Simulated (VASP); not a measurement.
LiCl:

```
Li Cl
1.0
     3.40622    0.00000    0.00000
     0.00000    3.27112    0.00000
     0.00000    0.00000    3.27112
Li Cl
1 1
Direct
  0.00000 0.00000 0.00000
  0.50000 0.50000 0.50000
```

This cell differs from its parent crystal: uniaxial x strain +4.1%.

Base run:

| Item | Value |
| --- | --- |
| Program | VASP 6.6.1 |
| Functional | PBE |
| Potentials or basis | VASP PAW PBE potentials, release 64 (Li_sv, Cl) |
| Cutoff | 520 eV |
| k mesh | 8 × 8 × 8 |
| Occupations | fermi-dirac, width 0.02 eV |
| Spin | no spin polarisation |

Its results: band gap on the k mesh 4.15 eV (least direct gap 4.86 eV).

Task: The run is repeated on the same cell with these changes: functional from PBE to r2SCAN; occupations from fermi-dirac, width 0.02 eV to gaussian, width 0.01 eV. What comes out?

Result: Band gap on the k mesh 5.07 eV (least direct gap 5.81 eV).

A k mesh can miss the band edges.
